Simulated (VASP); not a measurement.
# Co (P6_3/mmc) in VASP: a series of runs

Runs on Co. Level: LDA. Tasks: single point.

All numbers are computed with VASP 6.6.1; they aren't measurements. Logs are shortened: lines on timing, memory, paths and dates and some standing lists are left out, and cuts for length are marked.

**1. The cell of the first run**

It takes space group P6_3/mmc (No. 194, hexagonal). Conventional cell: a = 2.459 Å, b = 2.459 Å, c = 7.968 Å, α = 90.00°, β = 90.00°, γ = 120.00°. Co (site symmetry -3m) has 12 Co at 2.45 to 2.46 Å within 3.2 Å. Within 3.2 Å of Co (site symmetry -6m2) lie 12 Co at 2.45 to 2.46 Å.

**2. Single point, LDA, collinear spin, ferromagnetic start (10.43 Å³/atom)**

File INCAR:

```
SYSTEM = Co
PREC = Accurate
ENCUT = 520
EDIFF = 1E-6
ISMEAR = -1
SIGMA = 0.05
LREAL = .FALSE.
LASPH = .TRUE.
NELM = 150
ALGO = Normal
ISIF = 2
LWAVE = .FALSE.
LCHARG = .FALSE.
ISPIN = 2
MAGMOM = 1.58 1.58 1.6 1.6
LORBIT = 11
LMAXMIX = 4
GGA = CA
NBANDS = 30
```

File KPOINTS:

```
regular mesh
0
G
  17 17 5
  0 0 0
```

File POSCAR:

```
Co
1.0
    2.4585742746      0.0000000000      0.0000000000
   -1.2292871373      2.1291877789      0.0000000000
    0.0000000000      0.0000000000      7.9680657831
Co
4
Direct
    1.0000000000      0.0000000000      1.0000000000
    1.0000000000      0.0000000000      0.5000000000
    0.3333333333      0.6666666667      0.2500000000
    0.6666666667      0.3333333333      0.7500000000
```

Potentials or basis: VASP PAW LDA potentials, release 64 (Co).

On the command line:

```bash
$ cat potpaw_LDA.64/Co/POTCAR > POTCAR
$ mpirun -np 1 vasp_std > vasp.out
```

OUTCAR:

```text
SYSTEM = Co
   PREC = Accurate
   ENCUT = 520
   EDIFF = 1E-6
   ISMEAR = -1
   LREAL = .FALSE.
   LASPH = .TRUE.
   NELM = 150
   ISIF = 2
   ISPIN = 2
   LORBIT = 11
   GGA = CA

 ion  position               nearest neighbor table
   1  0.000  0.000  0.000-   3 2.45   4 2.45   4 2.45   3 2.45   4 2.45   3 2.45
   2  0.000  0.000  0.500-   3 2.45   4 2.45   4 2.45   3 2.45   4 2.45   3 2.45
   3  0.333  0.667  0.250-   1 2.45   2 2.45   1 2.45   2 2.45   1 2.45   2 2.45
   4  0.667  0.333  0.750-   1 2.45   2 2.45   1 2.45   2 2.45   1 2.45   2 2.45

  LATTYP: Found a hexagonal cell.
 ALAT       =     2.4585742746
 C/A-ratio  =     3.2409294547

  Lattice vectors:

 A1 = (   2.4585742746,   0.0000000000,   0.0000000000)
 A2 = (  -1.2292871373,   2.1291877789,   0.0000000000)
 A3 = (   0.0000000000,   0.0000000000,   7.9680657831)

Analysis of symmetry for initial positions (statically):
=====================================================================
 Subroutine PRICEL returns:
 Original cell was already a primitive cell.

 Routine SETGRP: Setting up the symmetry group for a
 hexagonal supercell.

 Subroutine GETGRP returns: Found 24 space group operations
 (whereof 12 operations were pure point group operations)
 out of a pool of 24 trial point group operations.

The static configuration has the point symmetry D_3d.
 The point group associated with its full space group is D_6h.

Analysis of symmetry for dynamics (positions and initial velocities):
=====================================================================
 Subroutine PRICEL returns:
 Original cell was already a primitive cell.

 Routine SETGRP: Setting up the symmetry group for a
 hexagonal supercell.

 Subroutine GETGRP returns: Found 24 space group operations
 (whereof 12 operations were pure point group operations)
 out of a pool of 24 trial point group operations.

The dynamic configuration has the point symmetry D_3d.
 The point group associated with its full space group is D_6h.

Analysis of structural, dynamic, and magnetic symmetry:
=====================================================================
 Subroutine PRICEL returns:
 Original cell was already a primitive cell.

 Routine SETGRP: Setting up the symmetry group for a
 hexagonal supercell.

 Subroutine GETGRP returns: Found 24 space group operations
 (whereof 12 operations were pure point group operations)
 out of a pool of 24 trial point group operations.

The overall configuration has the point symmetry D_3d.
 The point group associated with its full space group is D_6h.

 Subroutine INISYM returns: Found 24 space group operations
 (whereof 12 operations are pure point group operations),
 and found     1 'primitive' translations

----------------------------------------------------------------------------------------

                                     Primitive cell

  volume of cell :      41.7110

  direct lattice vectors                    reciprocal lattice vectors
     2.458574275  0.000000000  0.000000000     0.406739796  0.234831331  0.000000000
    -1.229287137  2.129187779  0.000000000     0.000000000  0.469662662  0.000000000
     0.000000000  0.000000000  7.968065783     0.000000000  0.000000000  0.125500972

  length of vectors
     2.458574275  2.458574275  7.968065783     0.469662662  0.469662662  0.125500972

  position of ions in fractional coordinates (direct lattice)
     0.000000000  0.000000000  0.000000000
     0.000000000  0.000000000  0.500000000
     0.333333333  0.666666667  0.250000000
     0.666666667  0.333333333  0.750000000

  ion indices of the primitive-cell ions
   primitive index   ion index
                 1           1
                 2           2
                 3           3
                 4           4

----------------------------------------------------------------------------------------

 KPOINTS: regular mesh

Automatic generation of k-mesh.
 Grid dimensions read from file:
 generate k-points for:   17   17    5

 Generating k-lattice:

  Cartesian coordinates                     Fractional coordinates (reciprocal lattice)
     0.023925870  0.013813608  0.000000000     0.058823529  0.000000000  0.000000000
     0.000000000  0.027627215  0.000000000     0.000000000  0.058823529  0.000000000
     0.000000000  0.000000000  0.025100194     0.000000000  0.000000000  0.200000000

  Length of vectors
     0.027627215  0.027627215  0.025100194

  Shift w.r.t. Gamma in fractional coordinates (k-lattice)
     0.000000000  0.000000000  0.000000000

 Subroutine IBZKPT returns following result:
 ===========================================

 Found     99 irreducible k-points:

 Following reciprocal coordinates:
            Coordinates               Weight
  0.000000  0.000000  0.000000      1.000000
  0.058824  0.000000  0.000000      6.000000
  0.117647  0.000000  0.000000      6.000000
  0.176471  0.000000  0.000000      6.000000
  0.235294  0.000000  0.000000      6.000000
  0.294118  0.000000  0.000000      6.000000
[... 16 lines left out ...]
  0.411765  0.117647  0.000000     12.000000
  0.176471  0.176471  0.000000      6.000000
 [... further k-points ...]
   k-points           NKPTS =     99   k-points in BZ     NKDIM =     99   number of bands    NBANDS=     30
   number of dos      NEDOS =    301   number of ions     NIONS =      4
   total plane-waves  NPLWV =  19440
   dimension x,y,z NGX =    18 NGY =   18 NGZ =   60
   dimension x,y,z NGXF=    36 NGYF=   36 NGZF=  120
   ions per type =               4
   NGX,Y,Z   is equivalent  to a cutoff of  12.17, 12.17, 12.52 a.u.
   NGXF,Y,Z  is equivalent  to a cutoff of  24.34, 24.34, 25.04 a.u.
 SYSTEM =  Co
   PREC   = accura    normal or accurate (medium, high low for compatibility)
   ISTART =      0    job   : 0-new  1-cont  2-samecut
   ICHARG =      2    charge: 1-file 2-atom 10-const
   ISPIN  =      2    spin polarized calculation?
   LNONCOLLINEAR =      F non collinear calculations
   LSORBIT =      F    spin-orbit coupling
   LASPH  =      T    aspherical Exc in radial PAW
   ENCUT  =  520.0 eV  38.22 Ry    6.18 a.u.   4.57  4.57 14.82*2*pi/ulx,y,z
   NELM   =    150;   NELMIN=  2; NELMDL= -5     # of ELM steps
   EDIFF  = 0.1E-05   stopping-criterion for ELM
   LREAL  =      F    real-space projection
   EDIFFG = 0.1E-04   stopping-criterion for IOM
   NSW    =      0    number of steps for IOM
   IBRION =     -1    ionic relax: 0-MD 1-quasi-New 2-CG
   NFREE  =      0    steps in history (QN), initial steepest desc. (CG)
   ISIF   =      2    stress and relaxation
   ISYM   =      2    0-nonsym 1-usesym 2-fastsym
   POTIM  = 0.5000    time-step for ionic-motion
   TEBEG  =    0.0;   TEEND  =   0.0 temperature during run
   PSTRESS=    0.0 pullay stress
   NELECT =      36.0000    total number of electrons
   NUPDOWN=      -1.0000    fix difference up-down
   EMIN   =  10.00;   EMAX   =-10.00  energy-range for DOS
   EFERMI =   0.00;   METHOD = LEGACY
   ISMEAR =    -1;   SIGMA  =   0.05  broadening in eV -4-tet -1-fermi 0-gaus
   EFERMI_NEDOS =   21; number of points for ismear=-14 and -15
   IALGO  =     38    algorithm
   IMIX   =      4    mixing-type and parameters
     AMIX     =   0.40;   BMIX     =  1.00
     AMIX_MAG =   1.60;   BMIX_MAG =  1.00
  volume/ion in A,a.u.               =      10.43        70.37
  Fermi-wavevector in a.u.,A,eV,Ry     =   1.558687  2.945491 33.055427  2.429505
  Thomas-Fermi vector in A             =   2.662155
   LORBIT       =     11    0 simple, 1 ext, 2 COOP (PROOUT), +10 PAW based schemes
   GGA     = CA    functional components
   LHFCALC =     F    Hartree Fock is set to
   AEXX    =    0.0000 exact exchange contribution
   IVDW    =     0    specifies the selected vdW correction
   LEPSILON=     F    determine dielectric tensor
   LRPA    =     F    only Hartree local field effects (RPA)
 spin polarized calculation
  energy-cutoff  :      520.00
  volume of cell :       41.71
 maximum number of plane-waves:      1151
   NGX =  9   NGY =  9   NGZ = 29

 number of electron      35.9999949 magnetization       6.1603809

 Free energy of the ion-electron system (eV)
  ---------------------------------------------------
  ext. energy  EPLUGINS =         0.00000000
  ---------------------------------------------------
  free energy    TOTEN  =       -32.41271205 eV

  energy without entropy =      -32.38160581  energy(sigma->0) =      -32.39715893

 E-fermi :  10.5133     XC(G=0): -13.9725

 val. band max:       10.5108278716   @ k =   0.2353   0.0588   0.4000
 cond. band min:      10.5138473745   @ k =   0.1176   0.0000   0.4000
 fundamental gap:      0.0030195030
 Fermi energy:        10.5132798263

 spin component 1

 k-point     1 :       0.0000    0.0000    0.0000
  band No.  band energies     occupation
      1       1.3412      1.00000
      2       3.6339      1.00000
      3       3.6458      1.00000
      4       5.2447      1.00000
      5       7.5816      1.00000
      6       7.6132      1.00000
[... 781 lines left out ...]
     29      25.5388      0.00000
     30      25.9090      0.00000

 [... further k-points ...]

 spin component 2

 k-point     1 :       0.0000    0.0000    0.0000
  band No.  band energies     occupation
      1       1.5301      1.00000
      2       3.8864      1.00000
      3       3.8915      1.00000
      4       6.1234      1.00000
      5       8.7851      1.00000
      6       8.8241      1.00000
[... 781 lines left out ...]
     29      26.1013      0.00000
     30      26.4410      0.00000

 [... further k-points ...]

------------------------ aborting loop because EDIFF is reached ----------------------------------------

  FORCE on cell =-STRESS in cart. coord.  units (eV):
  Direction    XX          YY          ZZ          XY          YZ          ZX
  --------------------------------------------------------------------------------------
  -------------------------------------------------------------------------------------
  Total       -2.7143272     -2.7143272     -2.7464865     -0.0000000     -0.0000000      0.0000000
  in kB     -104.2611656   -104.2611656   -105.4964480     -0.0000000     -0.0000000      0.0000000
  external PRESSURE =    -104.6729264 kB  Pullay stress =       0.0000000 kB

 VOLUME and BASIS-vectors are now :
 -----------------------------------------------------------------------------
  energy-cutoff  :      520.00
  volume of cell :       41.71
      direct lattice vectors                 reciprocal lattice vectors
     2.458574275  0.000000000  0.000000000     0.406739796  0.234831331  0.000000000
    -1.229287137  2.129187779  0.000000000     0.000000000  0.469662662  0.000000000
     0.000000000  0.000000000  7.968065783     0.000000000  0.000000000  0.125500972

 POSITION                                       TOTAL-FORCE (eV/Angst)
 -----------------------------------------------------------------------------------
      0.00000      0.00000      0.00000        -0.000000      0.000000      0.000000
      0.00000      0.00000      3.98403        -0.000000      0.000000      0.000000
     -0.00000      1.41946      1.99202        -0.000000      0.000000      0.000000
      1.22929      0.70973      5.97605         0.000000     -0.000000     -0.000000
 -----------------------------------------------------------------------------------
    total drift:                                0.000000     -0.000000      0.000000

  FREE ENERGIE OF THE ION-ELECTRON SYSTEM (eV)
  ---------------------------------------------------
  free  energy   TOTEN  =       -32.4127120490 eV

  energy  without entropy=      -32.3816058097  energy(sigma->0) =      -32.39715893

 total charge

# of ion       s       p       d       tot
------------------------------------------
    1        0.506   0.551   7.306   8.363
    2        0.506   0.551   7.306   8.363
    3        0.506   0.553   7.300   8.359
    4        0.506   0.553   7.300   8.359
--------------------------------------------------
tot          2.024   2.207  29.213  33.445

 magnetization (x)

# of ion       s       p       d       tot
------------------------------------------
    1       -0.013  -0.037   1.578   1.529
    2       -0.013  -0.037   1.578   1.529
    3       -0.013  -0.037   1.597   1.547
    4       -0.013  -0.037   1.597   1.547
--------------------------------------------------
tot         -0.050  -0.148   6.349   6.151
```

Run time: 2.6 min. Hardware: 1 thread of Intel Xeon Platinum 8488C (Sapphire Rapids), shared host; peak memory 0.26 GiB.

Results:

```
Free energy                                           : -32.4127 eV
Pressure                                              : -10.5 GPa
Net moment                                            : 6.16 μB per cell
Site moments                                          : Co +1.53, +1.55 (each value once) μB
Valence electrons inside the program's atomic spheres : Co 8.36
```

Caveat: the cell stands under tension.

**3. Single point, LDA, collinear spin, ferromagnetic start (10.83 Å³/atom)**

This run uses another cell than the first one, of 10.83 Å³/atom.

File INCAR:

```
PREC = Accurate ; ENCUT = 520
EDIFF = 1E-7 ; ISMEAR = -1
SIGMA = 0.05 ; LREAL = F
LASPH = T ; NELM = 150
ALGO = Normal ; ISIF = 2
LWAVE = F ; LCHARG = F
ISPIN = 2 ; MAGMOM = 1.58 1.58 1.6 1.6
LORBIT = 11 ; LMAXMIX = 4
GGA = CA ; NBANDS = 30
```

File KPOINTS:

```
regular mesh
0
Gamma
  17 17 5
```

File POSCAR:

```
Co
1.0
    2.4896987721      0.0000000000      0.0000000000
   -1.2448493861      2.1561423844      0.0000000000
    0.0000000000      0.0000000000      8.0689380837
Co
4
Direct
    1.0000000000      0.0000000000      1.0000000000
    1.0000000000      0.0000000000      0.5000000000
    0.3333333333      0.6666666667      0.2500000000
    0.6666666667      0.3333333333      0.7500000000
```

Potentials or basis: VASP PAW LDA potentials, release 64 (Co).

On the command line:

```bash
$ cat potpaw_LDA.64/Co/POTCAR > POTCAR
$ mpirun -np 1 vasp_std > vasp.out
```

OUTCAR:

```text
PREC = Accurate
   ENCUT = 520
   EDIFF = 1E-7
   ISMEAR = -1
   LREAL = F
   LASPH = T
   NELM = 150
   ISIF = 2
   ISPIN = 2
   LORBIT = 11
   GGA = CA

 ion  position               nearest neighbor table
   1  0.000  0.000  0.000-   3 2.48   4 2.48   4 2.48   3 2.48   4 2.48   3 2.48
   2  0.000  0.000  0.500-   3 2.48   4 2.48   4 2.48   3 2.48   4 2.48   3 2.48
   3  0.333  0.667  0.250-   1 2.48   2 2.48   1 2.48   2 2.48   1 2.48   2 2.48
   4  0.667  0.333  0.750-   1 2.48   2 2.48   1 2.48   2 2.48   1 2.48   2 2.48

  LATTYP: Found a hexagonal cell.
 ALAT       =     2.4896987721
 C/A-ratio  =     3.2409294546

  Lattice vectors:

 A1 = (   2.4896987721,   0.0000000000,   0.0000000000)
 A2 = (  -1.2448493861,   2.1561423844,   0.0000000000)
 A3 = (   0.0000000000,   0.0000000000,   8.0689380837)

Analysis of symmetry for initial positions (statically):
=====================================================================
 Subroutine PRICEL returns:
 Original cell was already a primitive cell.
[... 1791 lines left out ...]

  FORCE on cell =-STRESS in cart. coord.  units (eV):
  Direction    XX          YY          ZZ          XY          YZ          ZX
  --------------------------------------------------------------------------------------
  -------------------------------------------------------------------------------------
  Total       -4.7945959     -4.7945959     -4.9186606      0.0000000     -0.0000000      0.0000000
  in kB     -177.3462343   -177.3462342   -181.9352358      0.0000000     -0.0000000      0.0000000
  external PRESSURE =    -178.8759014 kB  Pullay stress =       0.0000000 kB

 VOLUME and BASIS-vectors are now :
 -----------------------------------------------------------------------------
  energy-cutoff  :      520.00
  volume of cell :       43.32
      direct lattice vectors                 reciprocal lattice vectors
     2.489698772  0.000000000  0.000000000     0.401655016  0.231895632  0.000000000
    -1.244849386  2.156142384  0.000000000     0.000000000  0.463791263  0.000000000
     0.000000000  0.000000000  8.068938084     0.000000000  0.000000000  0.123932045

 POSITION                                       TOTAL-FORCE (eV/Angst)
 -----------------------------------------------------------------------------------
      0.00000      0.00000      0.00000        -0.000000      0.000000     -0.000000
      0.00000      0.00000      4.03447        -0.000000      0.000000     -0.000000
     -0.00000      1.43743      2.01723         0.000000     -0.000000      0.000000
      1.24485      0.71871      6.05170        -0.000000      0.000000      0.000000
 -----------------------------------------------------------------------------------
    total drift:                                0.000000     -0.000000      0.000000

  FREE ENERGIE OF THE ION-ELECTRON SYSTEM (eV)
  ---------------------------------------------------
  free  energy   TOTEN  =       -32.2695553429 eV

  energy  without entropy=      -32.2374376650  energy(sigma->0) =      -32.25349650

 total charge

# of ion       s       p       d       tot
------------------------------------------
    1        0.490   0.517   7.280   8.288
    2        0.490   0.517   7.280   8.288
    3        0.490   0.519   7.274   8.283
    4        0.490   0.519   7.274   8.283
--------------------------------------------------
tot          1.961   2.073  29.108  33.142

 magnetization (x)

# of ion       s       p       d       tot
------------------------------------------
    1       -0.012  -0.037   1.618   1.569
    2       -0.012  -0.037   1.618   1.569
    3       -0.012  -0.037   1.636   1.586
    4       -0.012  -0.037   1.636   1.586
--------------------------------------------------
tot         -0.049  -0.148   6.508   6.310
```

OSZICAR:

```text
N       E                     dE             d eps       ncg     rms          rms(c)
DAV:   1     0.238664385713E+03    0.23866E+03   -0.15070E+04 12032   0.160E+03
DAV:   2    -0.214679318880E+02   -0.26013E+03   -0.24307E+03 11886   0.312E+02
DAV:   3    -0.368433359629E+02   -0.15375E+02   -0.14467E+02 13278   0.103E+02
DAV:   4    -0.371291191572E+02   -0.28578E+00   -0.28527E+00 14570   0.139E+01
DAV:   5    -0.371409696143E+02   -0.11850E-01   -0.11849E-01 16430   0.218E+00    0.214E+01
DAV:   6    -0.333263626127E+02    0.38146E+01   -0.29414E+01 13266   0.813E+01    0.122E+01
DAV:   7    -0.331848863420E+02    0.14148E+00   -0.75961E+00 13816   0.492E+01    0.160E+01
DAV:   8    -0.330375130916E+02    0.14737E+00   -0.75471E+00 14050   0.557E+01    0.135E+01
DAV:   9    -0.322885234503E+02    0.74899E+00   -0.19522E+00 15092   0.273E+01    0.296E+00
DAV:  10    -0.322699004624E+02    0.18623E-01   -0.17449E-01 14404   0.501E+00    0.968E-01
DAV:  11    -0.322688782920E+02    0.10222E-02   -0.17550E-02 15092   0.122E+00    0.421E-01
DAV:  12    -0.322695230093E+02   -0.64472E-03   -0.17149E-03 15864   0.413E-01    0.196E-01
DAV:  13    -0.322695699234E+02   -0.46914E-04   -0.23285E-04 14246   0.160E-01    0.949E-02
DAV:  14    -0.322695553256E+02    0.14598E-04   -0.10131E-04 17020   0.200E-01    0.332E-02
DAV:  15    -0.322695622164E+02   -0.68907E-05   -0.17325E-05 19770   0.418E-02    0.423E-02
DAV:  16    -0.322695552730E+02    0.69434E-05   -0.20691E-05 14404   0.935E-02    0.681E-03
DAV:  17    -0.322695553584E+02   -0.85382E-07   -0.12477E-06 14752   0.115E-02    0.389E-03
DAV:  18    -0.322695553429E+02    0.15499E-07   -0.16820E-07  7674   0.767E-03
   1 F= -.32269555E+02 E0= -.32253497E+02  d E =-.321177E-01  mag=     6.2996
```

stdout:

```text
POSCAR found type information on POSCAR Co
 POSCAR found :  1 types and       4 ions
 scaLAPACK will be used
 LDA part: xc-table for (Slater(with rela. corr.)+CA(PZ))
 , standard interpolation
 POSCAR, INCAR and KPOINTS ok, starting setup
 FFT: planning ... GRIDC
 FFT: planning ... GRID_SOFT
 FFT: planning ... GRID
 WAVECAR not read
 entering main loop
```

It took 3.5 min on 1 thread of Intel Xeon Platinum 8488C (Sapphire Rapids), shared host; peak memory 0.28 GiB.

Results:

```yaml
Free_energy: -32.2696 eV
Pressure: -17.9 GPa
Net_moment: 6.30 μB per cell
Site_moments: Co +1.57, +1.59 (each value once) μB
Valence_electrons_inside_the_program's_atomic_spheres: Co 8.29, 8.28 (each value once)
```

Stress tensor (GPa, compression positive):
```
-17.73   0.00   0.00
  0.00 -17.73   0.00
  0.00   0.00 -18.19
```

Caveat: the cell stands under tension.
